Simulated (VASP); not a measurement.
Crystal: Si.

```xyz
2
Lattice="2.4440 0.0000 0.0000 -1.2220 2.1166 0.0000 0.0000 0.0000 4.1520" Properties=species:S:1:pos:R:3 pbc="T T T"
Si    0.0000    1.4110    1.0380
Si    1.2220    0.7055    3.1140
```

This isn't the form of Si at room conditions, which is diamond.

- Program: VASP 6.6.1
- Task: relaxation of cell and atoms
- Functional: PBEsol
- Potentials or basis: VASP PAW PBE potentials, release 64 (Si)
- Cutoff: 600 eV
- k mesh: 16 × 16 × 8
- Occupations: fermi-dirac, width 0.1 eV
- Spin: no spin polarisation

At the start: pressure 46.0 GPa; volume 10.74 Å³/atom.

Where does the relaxation end?

Over 11 steps the energy falls by 361.2 meV/atom and the volume is 14.00 Å³/atom (+30.3 %); space group P6_3/mmc (No. 194, to 0.1 Å) before and after.

Step by step:
```csv
step,energy change (eV),largest force (eV/Å),pressure (GPa),volume (Å³)
1,0.0000,0.0000,45.99,21.48
2,-0.5531,0.0000,-10.35,32.55
3,-0.7220,0.0000,0.42,27.86
4,-0.7221,0.0000,-0.09,28.01
5,-0.7224,0.0000,-0.08,28.01
6,-0.7225,0.0000,-0.06,28.01
7,-0.7225,0.0000,-0.07,28.01
8,-0.7225,0.0000,-0.07,28.01
9,-0.7225,0.0000,0.02,27.98
10,-0.7225,0.0000,0.01,27.99
11,-0.7225,0.0000,0.00,27.99
```

Final structure:
```
Si
1.0
     2.66236    0.00000    0.00000
    -1.33118    2.30567    0.00000
     0.00000    0.00000    4.55976
Si
2
Cartesian
  0.0000 1.5371 1.1399
  1.3312 0.7686 3.4198
```

Caveat: the volume moved by over 15 % at a fixed basis, so the end points are rough; the PAW data sets were made with another functional, which shifts forces and pressure a little.
